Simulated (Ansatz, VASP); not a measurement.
Two plane-wave programs on TiO2

POSCAR

```
TiO2
1.0
    4.6888839705      0.0000000000      0.0000000000
    0.0000000000      4.6888839705      0.0000000000
    0.0000000000      0.0000000000      2.9194094603
Ti O
2 4
Direct
    0.0000000000      0.0000000000      0.0000000000
    0.5000000000      0.5000000000      0.5000000000
    0.3059026060      0.3059026060      0.0000000000
    0.1940973940      0.8059026060      0.5000000000
    0.6940973940      0.6940973940      0.0000000000
    0.8059026060      0.1940973940      0.5000000000
```

The input INCAR.step1:

```
PREC = Accurate
ENCUT = 520
ISMEAR = 0
SIGMA = 0.01
LREAL = F
LASPH = T
NELM = 80
NBANDS = 33
GGA = PE
ALGO = Normal
EDIFF = 1E-4
LWAVE = T
LCHARG = F
```

File INCAR.step2:

```
PREC = Accurate
ENCUT = 520
EDIFF = 1E-6
ISMEAR = 0
SIGMA = 0.01
LREAL = F
LASPH = T
NELM = 80
ALGO = Normal
ISIF = 2
LWAVE = F
LCHARG = F
METAGGA = R2SCAN
LMIXTAU = T
NBANDS = 33
ISTART = 1
```

The input KPOINTS:

```
Automatic mesh
0
Gamma
  4 4 6
```

Input for Ansatz:

```yaml
crystal:
  lattice:
    - [4.68888397049, 0.0, 0.0]
    - [0.0, 4.68888397049, 0.0]
    - [0.0, 0.0, 2.91940946034]
  atoms:
    - { symbol: Ti, position: [0.0, 0.0, 0.0] }
    - { symbol: Ti, position: [0.5, 0.5, 0.5] }
    - { symbol: O, position: [0.305902606015, 0.305902606015, 0.0] }
    - { symbol: O, position: [0.194097393985, 0.805902606015, 0.5] }
    - { symbol: O, position: [0.694097393985, 0.694097393985, 0.0] }
    - { symbol: O, position: [0.805902606015, 0.194097393985, 0.5] }
kpoints:
  mp_grid: { grid: [4, 4, 6] }
scf:
  occupations: { method: fixed }
  convergence: { dr2_threshold: 1.0e-10 }
hamiltonian:
  xc: r2scan
  pseudopotentials: { kind: paw }
output:
  forces: true
  stress: true
  eigenstates:
    kpoints:
      - [0.0, 0.0, 0.0]
      - [0.5, 0.5, 0.0]
      - [0.0, 0.5, 0.5]
      - [0.5, 0.0, 0.5]
      - [0.0, 0.0, -0.5]
      - [-0.5, -0.5, -0.5]
      - [0.0, -0.5, 0.0]
      - [-0.5, 0.0, 0.0]
  eigenvalues: true
```

Change from the starting cell: film at in-plane strain +0.02.

Alike in both runs: task single point; functional r2SCAN; k mesh 4 × 4 × 6; no spin polarisation.

|  | VASP | Ansatz |
| --- | --- | --- |
| version | VASP 6.6.1 | Ansatz 0.2.0 |
| potentials or method | VASP PAW PBE potentials, release 64 (Ti_sv, O) | PAW with Ansatz's default frozen-core files, scalar-relativistic |
| plane-wave cutoff (eV) | 520 | 500 |
| occupations | gaussian, width 0.01 eV | fixed |
| valence electrons in the cell | 48 | 48 |

Ansatz gave:

* gap on the k mesh at the Fermi level (eV): 2.26
* pressure (GPa): -4.7
* traceless stress, the component that is largest in VASP (GPa): 4.72
* rms of the force components (eV/Å): 0.001

Task: Estimate VASP's values.

Result: gap on the k mesh at the Fermi level (eV): 2.27; pressure (GPa): -3.5; traceless stress, the component that is largest in VASP (GPa): 5.25; rms of the force components (eV/Å): 0.025.

VASP's potentials were made for PBE, not for r2SCAN. Atom by atom the forces differ by 0.024 eV/Å (rms over components).
